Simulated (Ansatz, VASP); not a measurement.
Mo: VASP beside Ansatz

```
CELL_PARAMETERS angstrom
0.00000 1.89692 1.95737
1.95737 0.00000 1.95737
1.95737 1.89692 0.00000
ATOMIC_POSITIONS crystal
Mo 0.00000 0.00000 0.00000
```

Alike in both runs: task single point; functional PBE; k mesh 16 × 16 × 16; occupations gaussian, width 0.1 eV; no spin polarisation.

```csv
,VASP,Ansatz
version,VASP 6.6.1,Ansatz 0.2.0
potentials or method,"VASP PAW PBE potentials, release 64 (Mo_sv), cutoff 520 eV","scalar-relativistic, plane waves, PAW"
valence electrons in the cell,14,14
```

```csv
,VASP,Ansatz,Ansatz less VASP
gap on the k mesh at the Fermi level (eV),none,none,-
pressure (GPa),29.3,28.6,-0.71
"traceless stress, the component that is largest in VASP (GPa)",-5.76,-5.77,-0.009
```

A gap of «none» marks a metal or a gap that the smearing closes. Both programs put the cell under a high pressure, so it lies far from rest at this level.
